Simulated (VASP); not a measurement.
## Al12O: single point with LDA

System: Al12O, a slab with vacuum.

```
Al O
1.0
     5.72757    0.00000    0.00000
     2.86378    4.96022    0.00000
     0.00000    0.00000   17.67654
Al O
12 1
Direct
  0.16667 0.16667 0.05657
  0.66667 0.16667 0.05657
  0.16667 0.66667 0.05657
  0.66667 0.66667 0.05657
  0.82948 0.33557 0.18887
  0.33000 0.33111 0.18716
  0.83619 0.83737 0.18380
  0.33411 0.83068 0.18895
  0.99048 0.99303 0.31632
  0.46663 0.01037 0.31901
  0.00818 0.46913 0.31897
  0.48064 0.48285 0.31812
  0.71989 0.72199 0.36434
```

* Program: VASP 6.6.1
* Task: single point
* Functional: LDA
* Potentials or basis: VASP PAW LDA potentials, release 64 (Al, O)
* Cutoff: 520 eV
* k mesh: 3 × 3 × 1
* Occupations: gaussian, width 0.1 eV
* Spin: no spin polarisation
* Dipole correction: no
* Further INCAR settings: ALGO = Normal; EDIFF = 1e-07; NBANDS = 33

```json
{
  "Largest force": "0.827 eV/Å",
  "Band gap on the k mesh": "zero (bands 21 and 22 overlap by 0.39 eV)"
}
```

Forces on the atoms (eV/Å):
```
Al  -0.055 -0.032 -0.016
Al   0.077 -0.160 -0.076
Al  -0.101  0.153 -0.075
Al   0.098  0.061  0.164
Al   0.013  0.009 -0.026
Al   0.022  0.011 -0.019
Al  -0.008 -0.005  0.051
Al   0.018  0.008 -0.030
Al   0.204  0.114 -0.138
Al   0.134  0.141 -0.022
Al   0.196  0.035 -0.026
Al   0.114  0.064  0.077
O   -0.712 -0.398  0.135
```

Levels at points of the mesh, in eV from the Fermi level:
```csv
k point,band 18,band 19,band 20,band 21,band 22,band 23,band 24,band 25
"(0.00, 0.00, 0.00)",-2.35,-2.16,-1.48,-0.55,-0.39,-0.31,0.80,0.81
```

It took 110 s on 1 thread of Intel(R) Xeon(R) 6975P-C (Granite Rapids), on a shared host, peak memory 0.49 GiB.

Caveat: the k points lie up to 0.42 Å⁻¹ apart.
